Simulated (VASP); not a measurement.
## B: single point with PBE

Crystal: B.

```xyz
8
Lattice="4.3928 0.0000 0.0000 0.0000 4.3928 0.0000 0.0000 0.0000 2.9666" Properties=species:S:1:pos:R:3 pbc="T T T"
B     4.0872    1.8477    0.4778
B     0.3057    2.5451    1.9612
B     2.5451    4.0872    2.7028
B     1.8477    0.3057    1.2195
B     0.6013    0.9005    2.3125
B     3.7915    3.4923    0.8292
B     3.4923    0.6013    1.5708
B     0.9005    3.7915    0.0875
```

```yaml
Program: VASP 6.6.1
Task: single point
Functional: PBE
Potentials_or_basis: VASP PAW PBE potentials, release 64 (B)
Cutoff: 520 eV
k_mesh: 4 × 4 × 6
Occupations: gaussian, width 0.1 eV
Spin: no spin polarisation
Dipole_correction: no
Further_INCAR_settings: ALGO = Normal; EDIFF = 1e-07; NBANDS = 22
```

| Item | Value |
| --- | --- |
| Pressure | 23.9 GPa |
| Largest force | 3.102 eV/Å |
| Band gap on the k mesh | zero (band 12 reaches 7.41 eV, above the bottom of band 13 at 5.51 eV) |

Forces on the atoms (eV/Å):
```
B   -0.776 -0.464  1.655
B    0.776  0.464  1.655
B    0.464 -0.776  1.655
B   -0.464  0.776  1.655
B   -1.084  2.389 -1.655
B    1.084 -2.389 -1.655
B   -2.389 -1.084 -1.655
B    2.389  1.084 -1.655
```

Stress tensor (GPa, compression positive):
```
25.73  0.00  0.00
 0.00 25.73  0.00
 0.00  0.00 20.13
```

Levels at points of the mesh, in eV from the Fermi level:
```
           k point  band 9  band 10  band 11  band 12  band 13  band 14  band 15  band 16
(0.00, 0.00, 0.00)   -3.67    -2.82    -1.09     0.89     1.51     1.51     2.13     5.50
(0.50, 0.00, 0.00)   -3.91    -1.87    -1.22     0.55     1.60     1.83     3.17     3.73
(0.50, 0.50, 0.00)   -2.09    -2.09    -1.36    -1.36     0.52     0.58     2.02     2.02
(0.00, 0.00, 0.50)   -4.54    -4.54    -0.42    -0.42    -0.27    -0.27     0.94     0.94
(0.50, 0.00, 0.50)   -3.56    -3.56    -2.23    -2.23     0.03     0.03     3.50     3.50
(0.50, 0.50, 0.50)   -2.33    -2.33    -0.92    -0.92     2.18     2.18     2.46     2.46
```

It took 25 s on 1 thread of Intel Xeon 6975P-C, with other jobs on the host, peak memory 0.17 GiB.

Caveat: forces of over 1 eV/Å act on the atoms, so gaps and moduli don't describe the material at rest.
